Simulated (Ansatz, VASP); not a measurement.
## TaW3O4 in VASP and in Ansatz

File INCAR:

```
SYSTEM = TaW3O4
  PREC = Accurate
  ENCUT = 520
  EDIFF = 1E-6
  ISMEAR = 0
  SIGMA = 0.1
  LREAL = .FALSE.
  LASPH = .TRUE.
  NELM = 150
  ALGO = Normal
  ISIF = 2
  LWAVE = .FALSE.
  LCHARG = .FALSE.
  ISPIN = 2
  MAGMOM = 1 0 0 0 0 0 0 0
  LORBIT = 11
  LMAXMIX = 4
  GGA = PE
  NBANDS = 52
```

The input KPOINTS:

```
regular mesh
0
G
  4 4 4
  0 0 0
```

Contents of POSCAR:

```
TaW3O4
1.0
   -2.8245529560      2.8245529560      2.8245529560
    2.8245529560     -2.8245529560      2.8245529560
    2.8245529560      2.8245529560     -2.8245529560
Ta W O
1 3 4
Direct
    0.0000000000      0.0000000000      0.0000000000
    0.5000000000      0.5000000000      0.0000000000
    0.5000000000      0.0000000000      0.5000000000
    0.0000000000      0.5000000000      0.5000000000
    0.5000000000      0.5000000000      0.5000000000
    0.0000000000      0.0000000000      0.5000000000
    0.0000000000      0.5000000000      0.0000000000
    0.5000000000      0.0000000000      0.0000000000
```

Input for Ansatz:

```yaml
crystal:
  lattice:
    - [-2.824552956, 2.824552956, 2.824552956]
    - [2.824552956, -2.824552956, 2.824552956]
    - [2.824552956, 2.824552956, -2.824552956]
  atoms:
    - { symbol: Ta, position: [0.0, 0.0, 0.0], spin: 1.0 }
    - { symbol: W, position: [0.5, 0.5, 0.0] }
    - { symbol: W, position: [0.5, 0.0, 0.5] }
    - { symbol: W, position: [0.0, 0.5, 0.5] }
    - { symbol: O, position: [0.5, 0.5, 0.5] }
    - { symbol: O, position: [0.0, 0.0, 0.5] }
    - { symbol: O, position: [0.0, 0.5, 0.0] }
    - { symbol: O, position: [0.5, 0.0, 0.0] }
basis:
  ecutwfc: 420
kpoints:
  mp_grid: { grid: [4, 4, 4] }
hamiltonian:
  xc: pbe
scf:
  occupations: { method: gaussian, width: 0.1 }
  lower_state_search: "off"
output:
  forces: true
  stress: true
  eigenvalues: true
  populations: true
magnetization:
  spin_polarized: true
```

Alike in both runs: task single point; functional PBE; k mesh 4 × 4 × 4; occupations gaussian, width 0.1 eV; collinear spin.

|  | VASP | Ansatz |
| --- | --- | --- |
| version | VASP 6.6.1 | Ansatz 0.2.0 |
| potentials or method | VASP PAW PBE potentials, release 64 (Ta_pv, W_sv, O), cutoff 520 eV | scalar-relativistic, plane waves, PAW |
| valence electrons in the cell | 77 | 79 |

|  | VASP | Ansatz | Ansatz less VASP |
| --- | --- | --- | --- |
| gap on the k mesh at the Fermi level (eV) | none | none | - |
| pressure (GPa) | 1.0 | 0.3 | -0.67 |
| net moment per atom (μB) | 0.00 | 0.00 | 0.000 |

A gap of «none» marks a metal or a gap that the smearing closes. VASP's potentials hold 77 valence electrons a cell and Ansatz's 79, so a difference there can come from the potentials and not from the codes. Ansatz's warnings: seeded moment not kept.

The k mesh is coarse, so the values compare programs but aren't converged. Neither program's run includes spin-orbit coupling.
